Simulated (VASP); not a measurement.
# CrCuO2 (R-3m) in VASP: single point with PBE+U

Aim: the single point of CrCuO2 with PBE+U.

Program: VASP 6.6.1. These are calculated values, not measurements. Logs are shortened: lines on timing, memory, paths and dates and some standing lists are left out, and cuts for length are marked.

**1. The cell of the first run**

The structure is trigonal, space group R-3m (No. 166). The conventional cell has a = 2.972 Å, b = 2.972 Å, c = 17.091 Å, α = 90.00°, β = 90.00°, γ = 120.00°. Within 2.4 Å of Cu (site symmetry -3m) lie 2 O at 1.84 Å. Within 2.4 Å of O (site symmetry 3m) lie 1 Cu at 1.84 Å and 3 Cr at 1.99 Å. Within 2.6 Å of Cr (site symmetry -3m) lie 6 O at 1.99 Å.

**2. Single point, PBE+U, collinear spin, ferromagnetic start**

INCAR reads:

```
PREC = Accurate ; ENCUT = 600
EDIFF = 1E-6 ; ISMEAR = -1
SIGMA = 0.1 ; LREAL = False
LASPH = True ; NELM = 200
ALGO = Normal ; ISIF = 2
LWAVE = False ; LCHARG = False
ISPIN = 2 ; MAGMOM = 0 0 0 -2.5
LORBIT = 11 ; LMAXMIX = 4
LDAU = True ; LDAUTYPE = 2
LDAUL = 2 -1 -1 ; LDAUU = 4 0 0
LDAUJ = 0 0 0 ; LDAUPRINT = 1
GGA = PE ; NBANDS = 30
GGA_COMPAT = False
```

KPOINTS reads:

```
Automatic mesh
0
Gamma
  7 7 7
```

POSCAR reads:

```
CrCuO2
1.0
    1.4858986500      0.8578873400      5.6969276400
   -1.4858986500      0.8578873400      5.6969276400
    0.0000000000     -1.7157646900      5.6969276400
Cu O Cr
1 2 1
Direct
    0.0000000000      0.0000000000      0.0000000000
    0.1079200000      0.1079200000      0.1079200000
    0.8920800000      0.8920800000      0.8920800000
    0.5000000000      0.5000000000      0.5000000000
```

Potentials or basis: VASP PAW PBE potentials, release 64 (Cu, O, Cr_pv).

The run is started by

```console
cat potpaw_PBE.64/Cu/POTCAR potpaw_PBE.64/O/POTCAR potpaw_PBE.64/Cr_pv/POTCAR > POTCAR
mpirun -np 1 vasp_std > vasp.out
```

OUTCAR:

```text
PREC = Accurate
   ENCUT = 600
   EDIFF = 1E-6
   ISMEAR = -1
   LREAL = False
   LASPH = True
   NELM = 200
   ISIF = 2
   ISPIN = 2
   LORBIT = 11
   GGA = PE

 ion  position               nearest neighbor table
   1  0.000  0.000  0.000-   2 1.84   3 1.84
   2  0.108  0.108  0.108-   1 1.84   4 1.99   4 1.99   4 1.99
   3  0.892  0.892  0.892-   1 1.84   4 1.99   4 1.99   4 1.99
   4  0.500  0.500  0.500-   2 1.99   2 1.99   3 1.99   3 1.99   2 1.99   3 1.99

  LATTYP: Found a trigonal (rhomboedric) cell.
 ALAT       =     5.9496932712
 COS(alpha) =     0.8752560933

  Lattice vectors:

 A1 = (   1.4858986500,   0.8578873400,   5.6969276400)
 A2 = (  -1.4858986500,   0.8578873400,   5.6969276400)
 A3 = (   0.0000000000,  -1.7157646900,   5.6969276400)

Analysis of symmetry for initial positions (statically):
=====================================================================
 Subroutine PRICEL returns:
 Original cell was already a primitive cell.

 Routine SETGRP: Setting up the symmetry group for a
 trigonal (rhombohedral) supercell.

 Subroutine GETGRP returns: Found 12 space group operations
 (whereof 12 operations were pure point group operations)
 out of a pool of 12 trial point group operations.

The static configuration has the point symmetry D_3d.

Analysis of symmetry for dynamics (positions and initial velocities):
=====================================================================
 Subroutine PRICEL returns:
 Original cell was already a primitive cell.

 Routine SETGRP: Setting up the symmetry group for a
 trigonal (rhombohedral) supercell.

 Subroutine GETGRP returns: Found 12 space group operations
 (whereof 12 operations were pure point group operations)
 out of a pool of 12 trial point group operations.

The dynamic configuration has the point symmetry D_3d.

Analysis of structural, dynamic, and magnetic symmetry:
[... 181 lines left out ...]
  o =  0.9491  v =  0.0000  0.0000  0.0000  0.0000  0.0000 -0.9978  0.0000  0.0000 -0.0665 -0.0000      0.0000  0.0000  0.0000  0.0000  0.0000  0.0000  0.0000  0.0000  0.0000  0.0000
  o =  0.9492  v =  0.0000  0.0162  0.0000  0.0000  0.9999  0.0000  0.0000  0.0000  0.0000  0.0000      0.0000  0.0000  0.0000  0.0000  0.0000  0.0000  0.0000  0.0000  0.0000  0.0000
  o =  0.9492  v =  0.9999 -0.0000  0.0000  0.0161 -0.0000  0.0000  0.0000  0.0000  0.0000  0.0000      0.0000  0.0000  0.0000  0.0000  0.0000  0.0000  0.0000  0.0000  0.0000  0.0000
  o =  0.9633  v =  0.0000  0.0000  0.0000  0.0000  0.0000  0.0665  0.0000  0.0000 -0.9978 -0.0000      0.0000  0.0000  0.0000  0.0000  0.0000  0.0000  0.0000  0.0000  0.0000  0.0000
  o =  0.9633  v =  0.0000  0.0000  0.0000  0.0000  0.0000  0.0000  0.9978  0.0000  0.0000 -0.0666      0.0000  0.0000  0.0000  0.0000  0.0000  0.0000  0.0000  0.0000  0.0000  0.0000
  o =  0.9647  v = -0.0161 -0.0000 -0.0000  0.9999  0.0000  0.0000  0.0000  0.0000  0.0000  0.0000      0.0000  0.0000  0.0000  0.0000  0.0000  0.0000  0.0000  0.0000  0.0000  0.0000
  o =  0.9647  v =  0.0000 -0.9999 -0.0000 -0.0000  0.0162  0.0000  0.0000  0.0000  0.0000  0.0000      0.0000  0.0000  0.0000  0.0000  0.0000  0.0000  0.0000  0.0000  0.0000  0.0000

 number of electron      34.9999997 magnetization      -2.9998849

 Free energy of the ion-electron system (eV)
  ---------------------------------------------------
  ext. energy  EPLUGINS =         0.00000000
  ---------------------------------------------------
  free energy    TOTEN  =       -27.63030365 eV

  energy without entropy =      -27.62985045  energy(sigma->0) =      -27.63007705

 E-fermi :   6.5845     XC(G=0): -11.5619

 val. band max:        5.8914910975   @ k =  -0.2857   0.4286   0.1429
 cond. band min:       7.1017629826   @ k =   0.4286   0.4286   0.1429
 fundamental gap:      1.2102718851
 Fermi energy:         6.5844819182

 spin component 1

 k-point     1 :       0.0000    0.0000    0.0000
  band No.  band energies     occupation
      1     -35.4184      1.00000
      2     -35.4184      1.00000
      3     -35.4142      1.00000
      4     -14.1964      1.00000
      5     -12.7047      1.00000
      6      -1.9054      1.00000
[... 1529 lines left out ...]
     28      20.0213      0.00000
     29      20.3935      0.00000

 [... further k-points ...]

 [bands above 29 left out]

------------------------ aborting loop because EDIFF is reached ----------------------------------------

  FORCE on cell =-STRESS in cart. coord.  units (eV):
  Direction    XX          YY          ZZ          XY          YZ          ZX
  --------------------------------------------------------------------------------------
  -------------------------------------------------------------------------------------
  Total        1.3009869      1.3009869      1.0432546     -0.0000000      0.0000006      0.0000000
  in kB       47.8380838     47.8380865     38.3611106     -0.0000000      0.0000224      0.0000000
  external PRESSURE =      44.6790936 kB  Pullay stress =       0.0000000 kB

 VOLUME and BASIS-vectors are now :
 -----------------------------------------------------------------------------
  energy-cutoff  :      600.00
  volume of cell :       43.57
      direct lattice vectors                 reciprocal lattice vectors
     1.485898650  0.857887340  5.696927640     0.336496705  0.194276458  0.058510957
    -1.485898650  0.857887340  5.696927640    -0.336496705  0.194276458  0.058510957
     0.000000000 -1.715764690  5.696927640     0.000000000 -0.388552916  0.058511297

 POSITION                                       TOTAL-FORCE (eV/Angst)
 -----------------------------------------------------------------------------------
      0.00000      0.00000      0.00000        -0.000000      0.000000      0.000000
      0.00000      0.00000      1.84444        -0.000000     -0.000000     -0.049537
      0.00000      0.00001     15.24635        -0.000000      0.000000      0.049537
      0.00000      0.00000      8.54539         0.000000      0.000000     -0.000000
 -----------------------------------------------------------------------------------
    total drift:                                0.000000      0.000000     -0.000000

  FREE ENERGIE OF THE ION-ELECTRON SYSTEM (eV)
  ---------------------------------------------------
  free  energy   TOTEN  =       -27.6303036470 eV

  energy  without entropy=      -27.6298504538  energy(sigma->0) =      -27.63007705

 total charge

# of ion       s       p       d       tot
------------------------------------------
    1        0.412   0.303   9.352  10.067
    2        1.550   3.503   0.000   5.053
    3        1.550   3.503   0.000   5.053
    4        0.297   6.349   4.101  10.746
--------------------------------------------------
tot          3.808  13.658  13.452  30.919

 magnetization (x)

# of ion       s       p       d       tot
------------------------------------------
    1       -0.019  -0.009  -0.005  -0.033
    2        0.001  -0.001   0.000   0.000
    3        0.001  -0.001   0.000   0.000
    4       -0.029  -0.027  -2.769  -2.826
--------------------------------------------------
tot         -0.046  -0.038  -2.774  -2.859
```

stdout:

```text
POSCAR found type information on POSCAR CuO Cr
 POSCAR found :  3 types and       4 ions
 scaLAPACK will be used
 LDA part: xc-table for (Slater+PW92), standard interpolation
 POSCAR, INCAR and KPOINTS ok, starting setup
 FFT: planning ... GRIDC
 FFT: planning ... GRID_SOFT
 FFT: planning ... GRID
 WAVECAR not read
 entering main loop
```

Run time: 14 min. Hardware: 1 thread of Intel Xeon 8259CL, shared host; peak memory 0.48 GiB.

What came out:

* Free energy: -27.6303 eV
* Pressure: 4.5 GPa
* Largest force: 0.050 eV/Å
* Band gap on the k mesh: 1.21 eV, indirect (least direct gap 1.27 eV)
* Net moment: -3.00 μB per cell
* Site moments: Cu -0.03; O +0.00; Cr -2.83 μB
* Valence electrons inside the program's atomic spheres: Cu 10.07; O 5.05; Cr 10.75

Forces on the atoms (eV/Å):
```
Cu   0.000  0.000  0.000
O    0.000  0.000 -0.050
O    0.000  0.000  0.050
Cr   0.000  0.000  0.000
```

Stress tensor (GPa, compression positive):
```
4.78 0.00 0.00
0.00 4.78 0.00
0.00 0.00 3.84
```

Levels at points of the mesh, in eV from the valence-band top:
Spin up:
| k point | band 12 | band 13 | band 14 | band 15 | band 16 | band 17 | band 18 | band 19 | band 20 | band 21 |
| --- | --- | --- | --- | --- | --- | --- | --- | --- | --- | --- |
| (0.00, 0.00, 0.00) | -2.97 | -2.68 | -2.68 | -2.51 | -2.51 | 1.46 | 1.96 | 1.96 | 3.25 | 4.31 |
Spin down:
```tsv
k point	band 17	band 18	band 19	band 20	band 21	band 22
(0.00, 0.00, 0.00)	-1.10	-1.10	-0.68	2.16	3.02	3.02
```

Eigenvalues of the final occupation matrices:
```
    site  spin  trace               eigenvalues
site 1 d     1   4.68  0.86 0.95 0.95 0.96 0.96
site 1 d     2   4.69  0.86 0.95 0.95 0.96 0.96
```

Caveat: only a ferromagnetic start was run, and an antiferromagnetic order may lie lower in energy. The state reached can hang on the start; a lower one may exist.
